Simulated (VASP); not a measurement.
Crystal: Al.

```xyz
2
Lattice="-1.6064 1.6064 1.6064 1.6064 -1.6064 1.6064 3.2129 3.2129 0.0000" Properties=species:S:1:pos:R:3 pbc="T T T"
Al    0.1989    0.1644    0.2884
Al    1.4076    1.4420    1.3180
```

- Program: VASP 6.6.1
- Task: relaxation of cell and atoms
- Functional: PBEsol
- Potentials or basis: VASP PAW PBE potentials, release 64 (Al)
- Cutoff: 600 eV
- k mesh: 12 × 12 × 8
- Occupations: gaussian, width 0.15 eV
- Spin: no spin polarisation

At the start: pressure 20.6 GPa; volume 16.58 Å³/atom.

**Question.** How do energy, volume and symmetry change on relaxing?

**Answer.** Over 66 steps the energy falls by 1012.5 meV/atom and the volume is 16.20 Å³/atom (-2.3 %); space group C2/m (No. 12, to 0.1 Å) before, Fm-3m (No. 225, to 0.1 Å).

Step by step:
| step | energy change (eV) | largest force (eV/Å) | pressure (GPa) | volume (Å³) |
| --- | --- | --- | --- | --- |
| 1 | 0.0000 | 7.3705 | 20.65 | 33.17 |
| 3 | -1.6236 | 0.1435 | -5.55 | 38.13 |
| 5 | -1.6330 | 0.4355 | -4.10 | 37.17 |
| 7 | -1.6348 | 0.3666 | -4.42 | 37.34 |
| 9 | -1.6928 | 0.3205 | 0.61 | 34.25 |
| 11 | -1.7487 | 0.2907 | 0.51 | 33.65 |
| 13 | -1.7996 | 0.6640 | 1.83 | 32.70 |
| 15 | -1.8224 | 0.5711 | 0.90 | 32.98 |
| 17 | -1.8449 | 0.1748 | -2.27 | 34.28 |
| 19 | -1.8553 | 0.0849 | -0.84 | 33.55 |
| 21 | -1.8577 | 0.1129 | 0.30 | 33.04 |
| 23 | -1.8661 | 0.0978 | 0.40 | 33.01 |
| 25 | -1.8558 | 0.1391 | 2.39 | 32.72 |
| 27 | -1.8769 | 0.1008 | 0.84 | 32.98 |
| 29 | -1.8906 | 0.0960 | -0.29 | 33.53 |
| 31 | -1.8917 | 0.0908 | -0.62 | 33.71 |
| 33 | -1.9048 | 0.0690 | -1.35 | 33.95 |
| 35 | -1.9226 | 0.0729 | -1.63 | 33.91 |
| 37 | -1.9556 | 0.2173 | 0.23 | 32.86 |
| 39 | -1.9642 | 0.1883 | -0.17 | 32.94 |
| 41 | -1.9677 | 0.1671 | -0.07 | 32.87 |
| 43 | -1.9768 | 0.1657 | 0.20 | 32.69 |
| 45 | -1.9993 | 0.0995 | -1.21 | 33.08 |
| 47 | -2.0050 | 0.0953 | -1.98 | 33.33 |
| 49 | -2.0135 | 0.1244 | -1.17 | 32.93 |
| 51 | -2.0149 | 0.1466 | -0.70 | 32.73 |
| 53 | -2.0204 | 0.0757 | -0.04 | 32.42 |
| 55 | -2.0211 | 0.0594 | 0.38 | 32.24 |
| 57 | -2.0226 | 0.0422 | -0.40 | 32.55 |
| 59 | -2.0244 | 0.0197 | 0.31 | 32.28 |
| 61 | -2.0245 | 0.0203 | 0.19 | 32.33 |
| 63 | -2.0247 | 0.0137 | -0.14 | 32.46 |
| 65 | -2.0249 | 0.0105 | 0.05 | 32.38 |
| 66 | -2.0249 | 0.0073 | 0.02 | 32.39 |

Final structure:
```
Al
1.0
    -2.03383    1.41022    1.42368
     2.04364   -1.40066    1.41894
     4.02296    2.81638   -0.02162
Al
2
Direct
  0.99929 0.00038 0.00008
  0.50071 0.49962 0.49992
```

Caveat: the PAW data sets were made with another functional, which shifts forces and pressure a little.
